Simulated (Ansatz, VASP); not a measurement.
Al5Co3Ni2 in VASP and in Ansatz

```
Al Co Ni
1.0
     2.84616    0.00012    0.00008
     0.00012    2.84635   -0.00008
     0.00039   -0.00037   14.59028
Al Co Ni
5 3 2
Direct
  0.50005 0.49998 0.00000
  0.50002 0.50003 0.20410
  0.49997 0.50002 0.40143
  0.49996 0.49999 0.59857
  0.49999 0.49997 0.79590
  0.00000 0.00003 0.30315
  0.99998 0.99998 0.69685
  0.99996 0.00002 0.50000
  0.00002 0.99997 0.89694
  0.00004 0.00001 0.10306
```

Change from the starting cell: cell x1, atoms moved at random (sigma 0.05 Å) and cell strained at random (1.5 %), then relaxed without symmetry.

Alike in both runs: functional PBE; k mesh 8 × 8 × 2; occupations gaussian, width 0.2 eV; no spin polarisation.

Ansatz relaxed the structure, and its values are those at the end. VASP's run is a single point on that final structure, the one shown.

|  | VASP | Ansatz |
| --- | --- | --- |
| version | VASP 6.6.1 | Ansatz 0.2.0 |
| potentials or method | VASP PAW PBE potentials, release 64 (Al, Co, Ni), cutoff 520 eV | scalar-relativistic, plane waves, PAW |
| valence electrons in the cell | 62 | 102 |

```csv
,VASP,Ansatz,Ansatz less VASP
gap on the k mesh at the Fermi level (eV),none,none,-
pressure (GPa),0.0,0.0,+0.04
```

A gap of «none» marks a metal or a gap that the smearing closes. VASP's potentials hold 62 valence electrons a cell and Ansatz's 102, so a difference there can come from the potentials and not from the codes.
